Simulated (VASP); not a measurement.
Here is a VASP 6.6.1 calculation.

INCAR

```
ALGO = Normal
EDIFF = 1E-6
EDIFFG = -0.005
ENCUT = 600
GGA = PS
IBRION = 2
ISIF = 3
ISMEAR = -1
LASPH = True
LCHARG = False
LREAL = False
LWAVE = False
NELM = 80
NSW = 80
PREC = Accurate
SIGMA = 0.05
```

The input KPOINTS:

```
k-points
0
Gamma
  8 8 3
```

The input POSCAR:

```
Na
1.0
    3.7003831212      0.0000000000      0.0000000000
   -1.8501915606      3.2046257867      0.0000000000
    0.0000000000      0.0000000000     12.5373215400
Na
4
Direct
    0.6666666667      0.3333333333      0.7500000000
    0.0000000000      0.0000000000      0.5000000000
    0.3333333333      0.6666666667      0.2500000000
    0.0000000000      0.0000000000      0.0000000000
```

Potentials or basis: VASP PAW PBE potentials, release 64 (Na_pv).

Launch:

```console
$ cat potpaw_PBE.64/Na_pv/POTCAR > POTCAR
$ mpirun -np 1 vasp_std > vasp.out
```

Question: Predict the relaxed cell.

Answer: a = 3.740 Å, b = 3.740 Å, c = 11.972 Å, α = 90.00°, β = 90.00°, γ = 120.00°.

Question: Estimate the relaxed volume.

Answer: 36.26 Å³/atom.

Question: Predict the space group after relaxing (to 0.1 Å).

Answer: P6_3/mmc (No. 194).

Final structure:
```
Na
1.0
     3.74010    0.00000    0.00000
    -1.87005    3.23902    0.00000
     0.00000    0.00000   11.97215
Na
4
Cartesian
  1.8701 1.0797 8.9791
  0.0000 0.0000 5.9861
  0.0000 2.1593 2.9930
  0.0000 0.0000 11.9721
```

Caveat: the PAW data sets were made with another functional, which shifts forces and pressure a little.
